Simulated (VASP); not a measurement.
# InSb (Pmmn) in VASP: a series of runs, part 2 of 2

VASP 6.6.1. The steps go on from the part before.

## Step 4: Relaxation of shape and atoms at fixed volume, PBEsol (25.56 Å³/atom)

This run uses another cell than the first one, of 25.56 Å³/atom.

INCAR

```
SYSTEM = InSb
ALGO     = Fast           ! electronic algorithm
EDIFF    = 1E-6           ! SCF threshold, eV
EDIFFG   = -0.01          ! ionic threshold
ENCUT    = 600            ! plane-wave cutoff, eV
GGA      = PS             ! functional
IBRION   = 2              ! ionic algorithm
ISIF     = 4              ! what is computed and relaxed
ISMEAR   = 0              ! smearing method
LASPH    = .True.         ! aspherical terms in the spheres
LCHARG   = .False.        ! write CHGCAR
LREAL    = .False.        ! projectors in reciprocal space
LWAVE    = .False.        ! write WAVECAR
NELM     = 80             ! most SCF steps
NSW      = 60             ! ionic steps
PREC     = Accurate       ! precision mode
SIGMA    = 0.05           ! smearing width, eV
```

KPOINTS

```
k-points
0
Gamma
  6 6 10
  0 0 0
```

POSCAR

```
InSb
1.0
    5.6110967085      0.0000000000      0.0000000000
    0.0000000000      5.6790560891      0.0000000000
    0.0000000000      0.0000000000      3.2088896807
In Sb
2 2
Direct
    0.0000000000      0.0000000000      0.0219879625
    0.5000000000      0.5000000000     -0.0219879625
    0.5000000000      0.0000000000      0.6916978515
    0.0000000000      0.5000000000      0.3083021485
```

Potentials or basis: VASP PAW PBE potentials, release 64 (In_d, Sb).

Started as:

```console
$ cat potpaw_PBE.64/In_d/POTCAR potpaw_PBE.64/Sb/POTCAR > POTCAR
$ mpirun -np 1 vasp_std > vasp.out
```

OUTCAR:

```text
SYSTEM = InSb
   EDIFF = 1E-6
   EDIFFG = -0.01
   ENCUT = 600
   GGA = PS
   IBRION = 2
   ISIF = 4
   ISMEAR = 0
   LASPH = .True.
   LREAL = .False.
   NELM = 80
   NSW = 60
   PREC = Accurate

 ion  position               nearest neighbor table
   1  0.000  0.000  0.022-   4 2.98   4 2.98   3 3.00   3 3.00   3 3.53   3 3.53   4 3.65   4 3.65
                             2 3.99   2 3.99   2 3.99   2 3.99
   2  0.500  0.500  0.978-   3 2.98   3 2.98   4 3.00   4 3.00   4 3.53   4 3.53   3 3.65   3 3.65
                             1 3.99   1 3.99   1 3.99   1 3.99
   3  0.500  0.000  0.692-   2 2.98   2 2.98   1 3.00   1 3.00   1 3.53   1 3.53   2 3.65   2 3.65

   4  0.000  0.500  0.308-   1 2.98   1 2.98   2 3.00   2 3.00   2 3.53   2 3.53   1 3.65   1 3.65

  LATTYP: Found a simple orthorhombic cell.
 ALAT       =     3.2088896807
 B/A-ratio  =     1.7486100386
 C/A-ratio  =     1.7697885107

  Lattice vectors:

 A1 = (   0.0000000000,   0.0000000000,   3.2088896807)
 A2 = (   5.6110967085,   0.0000000000,   0.0000000000)
 A3 = (   0.0000000000,   5.6790560891,   0.0000000000)

Analysis of symmetry for initial positions (statically):
=====================================================================
[... 188 lines left out ...]
  -------------------------------------------------------------------------------------
  Total        1.6759909      1.6694903      1.6700864      0.0000000      0.0000000      0.0000000
  in kB       26.2605336     26.1586776     26.1680173      0.0000000      0.0000000      0.0000000
  external PRESSURE =      26.1957428 kB  Pullay stress =       0.0000000 kB
[... 177 lines left out ...]
--------------------------------------- Ionic step        6  -------------------------------------------

 number of electron      36.0000007 magnetization

 Free energy of the ion-electron system (eV)
  ---------------------------------------------------
  ext. energy  EPLUGINS =         0.00000000
  ---------------------------------------------------
  free energy    TOTEN  =       -15.09106619 eV

  energy without entropy =      -15.08925508  energy(sigma->0) =      -15.09016063

 E-fermi :   8.2354     XC(G=0): -10.4897

 val. band max:        8.2122410078   @ k =   0.3333   0.1667   0.5000
 cond. band min:       8.2511486859   @ k =   0.3333   0.1667   0.4000
 fundamental gap:      0.0389076781
 Fermi energy:         8.2353855384

 k-point     1 :       0.0000    0.0000    0.0000
  band No.  band energies     occupation
      1      -6.5727      2.00000
      2      -6.5274      2.00000
      3      -6.5178      2.00000
      4      -6.3498      2.00000
      5      -6.3076      2.00000
      6      -6.2306      2.00000
[... 589 lines left out ...]
     21      11.9417      0.00000
     22      11.9417      0.00000

 [... further k-points ...]

------------------------ aborting loop because EDIFF is reached ----------------------------------------

  FORCE on cell =-STRESS in cart. coord.  units (eV):
  Direction    XX          YY          ZZ          XY          YZ          ZX
  --------------------------------------------------------------------------------------
  -------------------------------------------------------------------------------------
  Total        1.5605657      1.5437077      1.5551515      0.0000000      0.0000000      0.0000000
  in kB       24.4519746     24.1878322     24.3671416      0.0000000      0.0000000      0.0000000
  external PRESSURE =      24.3356494 kB  Pullay stress =       0.0000000 kB
[... 19 lines left out ...]
  FREE ENERGIE OF THE ION-ELECTRON SYSTEM (eV)
  ---------------------------------------------------
  free  energy   TOTEN  =       -15.0910661919 eV

  energy  without entropy=      -15.0892550780  energy(sigma->0) =      -15.09016063

 reached required accuracy - stopping structural energy minimisation
```

OSZICAR:

```text
N       E                     dE             d eps       ncg     rms          rms(c)
DAV:   1     0.297049708596E+03    0.29705E+03   -0.17440E+04  4224   0.200E+03
DAV:   2     0.112135952591E+02   -0.28584E+03   -0.28224E+03  4350   0.441E+02
[... 42 lines left out ...]
DAV:   1    -0.150916274650E+02   -0.64351E-03   -0.25616E-02  4908   0.128E+00    0.120E-01
RMM:   2    -0.150912637871E+02    0.36368E-03   -0.70989E-04  4345   0.252E-01    0.732E-02
RMM:   3    -0.150910618576E+02    0.20193E-03   -0.44197E-04  4361   0.151E-01    0.111E-02
RMM:   4    -0.150910652327E+02   -0.33751E-05   -0.73030E-05  4897   0.976E-02    0.878E-03
RMM:   5    -0.150910661058E+02   -0.87309E-06   -0.19850E-05  4461   0.379E-02    0.627E-03
RMM:   6    -0.150910661919E+02   -0.86125E-07   -0.41673E-06  3366   0.224E-02
   6 F= -.15091066E+02 E0= -.15090161E+02  d E =-.183879E-03
```

CONTCAR:

```text
InSb
   1.00000000000000
     5.6059778427346130    0.0000000000000000    0.0000000000000000
     0.0000000000000000    5.6751437359392876    0.0000000000000000
     0.0000000000000000    0.0000000000000000    3.2140339220681713
  In              Sb
     2     2
Direct
     0.0000000000000000    0.0000000000000000    0.0220985496529627
     0.5000000000000000    0.5000000000000000    0.9779014503470371
     0.5000000000000000    0.0000000000000000    0.6850918828443171
     0.0000000000000000    0.5000000000000000    0.3149081171556829

  0.00000000E+00  0.00000000E+00  0.00000000E+00
  0.00000000E+00  0.00000000E+00  0.00000000E+00
  0.00000000E+00  0.00000000E+00  0.00000000E+00
  0.00000000E+00  0.00000000E+00  0.00000000E+00
```

It took 24 min on 1 thread of Oxide Virtual Turin-like, shared host; peak memory 0.4 GiB.

Results:

| Property | Result |
| --- | --- |
| Free energy | -15.0911 eV |
| Energy gained by relaxing | 0.2 meV/atom |
| Ionic steps | 6 |
| Pressure after relaxing | 2.4 GPa |
| Band gap on the k mesh | zero (bands 18 and 19 overlap by 3.20 eV) |

Forces in eV/Å, atoms in the order of the input:
```
In   0.000  0.000  0.003
In   0.000  0.000 -0.003
Sb   0.000  0.000 -0.003
Sb   0.000  0.000  0.003
```

The path:
```tsv
step	energy change (eV)	largest force (eV/Å)	pressure (GPa)	volume (Å³)
1	0.0000	0.0333	2.62	102.25
2	-0.0001	0.0301	2.52	102.25
3	-0.0003	0.0215	2.49	102.25
4	-0.0005	0.0049	2.44	102.25
5	-0.0006	0.0042	2.43	102.25
6	-0.0007	0.0028	2.43	102.25
```

Final structure:
```xyz
4
Lattice="5.6060 0.0000 0.0000 0.0000 5.6751 0.0000 0.0000 0.0000 3.2140" Properties=species:S:1:pos:R:3 pbc="T T T"
In    0.0000    0.0000    0.0710
In    2.8030    2.8376    3.1430
Sb    2.8030    0.0000    2.2019
Sb    0.0000    2.8376    1.0121
```

Levels at points of the mesh, in eV from the Fermi level:
```
           k point  band 14  band 15  band 16  band 17  band 18  band 19  band 20  band 21  band 22
(0.00, 0.00, 0.00)    -5.14    -5.10    -2.81    -2.11    -2.04     3.21     3.33     3.81     6.02
(0.50, 0.00, 0.00)    -6.00    -3.95    -3.95     0.52     0.52     3.40     3.40     4.36     4.36
(0.00, 0.50, 0.00)    -5.89    -3.94    -3.94     0.32     0.32     3.28     3.28     4.30     4.30
(0.50, 0.50, 0.00)    -7.89    -0.21    -0.21     1.81     1.81     2.17     2.17     2.42     2.42
(0.00, 0.00, 0.50)    -3.90    -2.21    -1.92    -1.77    -1.35    -1.17    -0.99     1.15     1.21
(0.50, 0.00, 0.50)    -5.47    -2.17    -2.17    -1.64    -1.64    -1.39    -1.39     2.01     2.01
(0.00, 0.50, 0.50)    -5.56    -2.07    -2.07    -1.41    -1.41    -1.18    -1.18     1.74     1.74
(0.50, 0.50, 0.50)    -4.56    -4.40    -4.40    -3.66    -3.66     2.83     2.83     3.88     3.88
```

Caveat: the PAW data sets were made with another functional, which shifts forces and pressure a little; spin-orbit coupling is left out, which moves the levels of the heavy elements.

## Step 5: Relaxation of shape and atoms at fixed volume, PBEsol (26.10 Å³/atom)

This run uses another cell than the first one, of 26.10 Å³/atom.

INCAR

```
SYSTEM = InSb
PREC = Accurate
ENCUT = 600
EDIFF = 1E-7
ISMEAR = 0
SIGMA = 0.05
LREAL = .FALSE.
LASPH = .TRUE.
NELM = 100
ALGO = Fast
ISIF = 4
LWAVE = .FALSE.
LCHARG = .FALSE.
GGA = PS
IBRION = 2
NSW = 60
EDIFFG = -0.01
```

KPOINTS

```
Automatic mesh
0
G
  6 6 10
  0 0 0
```

POSCAR

```
InSb
1.0
    5.6501939890      0.0000000000      0.0000000000
    0.0000000000      5.7174809934      0.0000000000
    0.0000000000      0.0000000000      3.2312119989
In Sb
2 2
Direct
    0.0000000000      0.0000000000      0.0224993589
    0.5000000000      0.5000000000     -0.0224993589
    0.5000000000      0.0000000000      0.6973635282
    0.0000000000      0.5000000000      0.3026364718
```

Potentials or basis: VASP PAW PBE potentials, release 64 (In_d, Sb).

Started as:

```console
$ cat potpaw_PBE.64/In_d/POTCAR potpaw_PBE.64/Sb/POTCAR > POTCAR
$ mpirun -np 1 vasp_std > vasp.out
```

OUTCAR:

```text
SYSTEM = InSb
   PREC = Accurate
   ENCUT = 600
   EDIFF = 1E-7
   ISMEAR = 0
   LREAL = .FALSE.
   LASPH = .TRUE.
   NELM = 100
   ISIF = 4
   GGA = PS
   IBRION = 2
   NSW = 60
   EDIFFG = -0.01

 ion  position               nearest neighbor table
   1  0.000  0.000  0.022-   4 3.00   4 3.00   3 3.01   3 3.01   3 3.57   3 3.57   4 3.69   4 3.69
                             2 4.02   2 4.02   2 4.02   2 4.02
   2  0.500  0.500  0.978-   3 3.00   3 3.00   4 3.01   4 3.01   4 3.57   4 3.57   3 3.69   3 3.69
                             1 4.02   1 4.02   1 4.02   1 4.02
   3  0.500  0.000  0.697-   2 3.00   2 3.00   1 3.01   1 3.01   1 3.57   1 3.57   2 3.69   2 3.69

   4  0.000  0.500  0.303-   1 3.00   1 3.00   2 3.01   2 3.01   2 3.57   2 3.57   1 3.69   1 3.69

  LATTYP: Found a simple orthorhombic cell.
 ALAT       =     3.2312119989
 B/A-ratio  =     1.7486299231
 C/A-ratio  =     1.7694539991

  Lattice vectors:

 A1 = (   0.0000000000,   0.0000000000,   3.2312119989)
 A2 = (   5.6501939890,   0.0000000000,   0.0000000000)
 A3 = (   0.0000000000,   5.7174809934,   0.0000000000)

Analysis of symmetry for initial positions (statically):
=====================================================================
[... 188 lines left out ...]
  -------------------------------------------------------------------------------------
  Total        0.8132134      0.8386644      0.7571842      0.0000000      0.0000000      0.0000000
  in kB       12.4819249     12.8725702     11.6219385      0.0000000      0.0000000      0.0000000
  external PRESSURE =      12.3254779 kB  Pullay stress =       0.0000000 kB
[... 215 lines left out ...]
--------------------------------------- Ionic step        7  -------------------------------------------

 number of electron      36.0000008 magnetization

 Free energy of the ion-electron system (eV)
  ---------------------------------------------------
  ext. energy  EPLUGINS =         0.00000000
  ---------------------------------------------------
  free energy    TOTEN  =       -15.11487505 eV

  energy without entropy =      -15.11315549  energy(sigma->0) =      -15.11401527

 E-fermi :   7.9602     XC(G=0): -10.3934

 val. band max:        7.9312112398   @ k =   0.5000   0.1667   0.4000
 cond. band min:       7.9720688780   @ k =   0.3333   0.1667   0.4000
 fundamental gap:      0.0408576382
 Fermi energy:         7.9601801273

 k-point     1 :       0.0000    0.0000    0.0000
  band No.  band energies     occupation
      1      -6.8033      2.00000
      2      -6.7590      2.00000
      3      -6.7448      2.00000
      4      -6.5869      2.00000
      5      -6.5493      2.00000
      6      -6.4770      2.00000
[... 589 lines left out ...]
     21      11.6010      0.00000
     22      11.6010      0.00000

 [... further k-points ...]

------------------------ aborting loop because EDIFF is reached ----------------------------------------

  FORCE on cell =-STRESS in cart. coord.  units (eV):
  Direction    XX          YY          ZZ          XY          YZ          ZX
  --------------------------------------------------------------------------------------
  -------------------------------------------------------------------------------------
  Total        0.7183061      0.7757078      0.7457746      0.0000000      0.0000000      0.0000000
  in kB       11.0252035     11.9062556     11.4468134      0.0000000      0.0000000      0.0000000
  external PRESSURE =      11.4594242 kB  Pullay stress =       0.0000000 kB
[... 19 lines left out ...]
  FREE ENERGIE OF THE ION-ELECTRON SYSTEM (eV)
  ---------------------------------------------------
  free  energy   TOTEN  =       -15.1148750543 eV

  energy  without entropy=      -15.1131554874  energy(sigma->0) =      -15.11401527

 reached required accuracy - stopping structural energy minimisation
```

Run time: 37 min. Hardware: 1 thread of Oxide Virtual Turin-like, shared host; peak memory 0.4 GiB.

What came out:

```yaml
Free_energy: -15.1149 eV
Energy_gained_by_relaxing: 0.2 meV/atom
Ionic_steps: 7
Pressure_after_relaxing: 1.1 GPa
Band_gap_on_the_k_mesh: zero (bands 18 and 19 overlap by 3.16 eV)
```

Forces on the atoms (eV/Å):
```
In   0.000  0.000 -0.001
In   0.000  0.000  0.001
Sb   0.000  0.000  0.003
Sb   0.000  0.000 -0.003
```

The path:
| step | energy change (eV) | largest force (eV/Å) | pressure (GPa) | volume (Å³) |
| --- | --- | --- | --- | --- |
| 1 | 0.0000 | 0.0324 | 1.23 | 104.38 |
| 2 | -0.0001 | 0.0277 | 1.24 | 104.38 |
| 3 | -0.0002 | 0.0212 | 1.22 | 104.38 |
| 4 | -0.0002 | 0.0191 | 1.21 | 104.38 |
| 5 | -0.0004 | 0.0129 | 1.20 | 104.38 |
| 6 | -0.0006 | 0.0056 | 1.16 | 104.38 |
| 7 | -0.0006 | 0.0030 | 1.15 | 104.38 |

Final structure:
```xyz
4
Lattice="5.6481 0.0000 0.0000 0.0000 5.7145 0.0000 0.0000 0.0000 3.2341" Properties=species:S:1:pos:R:3 pbc="T T T"
In    0.0000    0.0000    0.0734
In    2.8241    2.8572    3.1607
Sb    2.8241    0.0000    2.2322
Sb    0.0000    2.8572    1.0019
```

Caveat: the PAW data sets were made with another functional, which shifts forces and pressure a little; spin-orbit coupling is left out, which moves the levels of the heavy elements.

## Step 6: Overview

```tsv
cell	gap on the mesh (eV)	pressure (GPa)
relaxed from a = 5.726, b = 5.794, c = 3.275 Å, 4 atoms, atomic positions A	none	-1.0
relaxed from a = 5.761, b = 5.832, c = 3.297 Å, 4 atoms, atomic positions B	none	-1.9
relaxed from a = 5.611, b = 5.679, c = 3.209 Å, 4 atoms, atomic positions C	none	2.4
relaxed from a = 5.650, b = 5.717, c = 3.231 Å, 4 atoms, atomic positions A	none	1.1
```

Alike in all rows: task relaxation of shape and atoms at fixed volume; level PBEsol; potentials or basis VASP PAW PBE potentials, release 64 (In_d, Sb); no spin polarisation; k mesh 6 × 6 × 10; cutoff (eV) 600; smearing gaussian 0.05 eV.

Caveats: the PAW data sets were made with another functional, which shifts forces and pressure a little; spin-orbit coupling is left out, which moves the levels of the heavy elements.

Total energies depend on the potentials used, so only differences within one code and one set of settings carry meaning.

The gap in the log of VASP goes by the Fermi energy; the results here count the filled bands.